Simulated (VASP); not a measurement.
# HfSi3: single point with PBE

Crystal: HfSi3.

```
Hf Si
1.0
     0.00000    3.29102    3.29102
     3.29102    0.00000    3.29102
     3.29102    3.29102    0.00000
Hf Si
1 3
Direct
  0.00000 0.00000 0.00000
  0.25000 0.25000 0.25000
  0.75000 0.75000 0.75000
  0.50000 0.50000 0.50000
```

```json
{
  "Program": "VASP 6.6.1",
  "Task": "single point",
  "Functional": "PBE",
  "Potentials or basis": "VASP PAW PBE potentials, release 64 (Hf_pv, Si)",
  "Cutoff": "520 eV",
  "k mesh": "4 × 4 × 4",
  "Occupations": "gaussian, width 0.1 eV",
  "Spin": "no spin polarisation",
  "Dipole correction": "no",
  "Further INCAR settings": "ALGO = Normal; EDIFF = 1e-07; NBANDS = 19"
}
```

```
Pressure               : -4.5 GPa
Band gap on the k mesh : zero (band 11 reaches 7.70 eV, above the bottom of band 12 at 5.81 eV)
```

Levels at points of the mesh, in eV from the Fermi level:
| k point | band 7 | band 8 | band 9 | band 10 | band 11 | band 12 | band 13 | band 14 | band 15 | band 16 |
| --- | --- | --- | --- | --- | --- | --- | --- | --- | --- | --- |
| (0.00, 0.00, 0.00) | -3.70 | -3.70 | -2.51 | -1.68 | -1.68 | -1.68 | -0.35 | -0.35 | 2.38 | 2.38 |
| (0.50, 0.00, 0.00) | -4.15 | -4.15 | -2.07 | -1.37 | -1.37 | -0.02 | -0.02 | 2.98 | 3.87 | 4.13 |
| (0.50, 0.50, 0.00) | -4.58 | -4.58 | -3.14 | -0.08 | -0.08 | 1.04 | 2.36 | 3.41 | 4.13 | 4.32 |

Run time: 7.5 s on 1 thread of Intel(R) Xeon(R) 6975P-C (Granite Rapids), with other jobs on the host, peak memory 0.2 GiB.

Caveat: the k points lie up to 0.41 Å⁻¹ apart; spin-orbit coupling is left out, which moves the levels of the heavy elements.
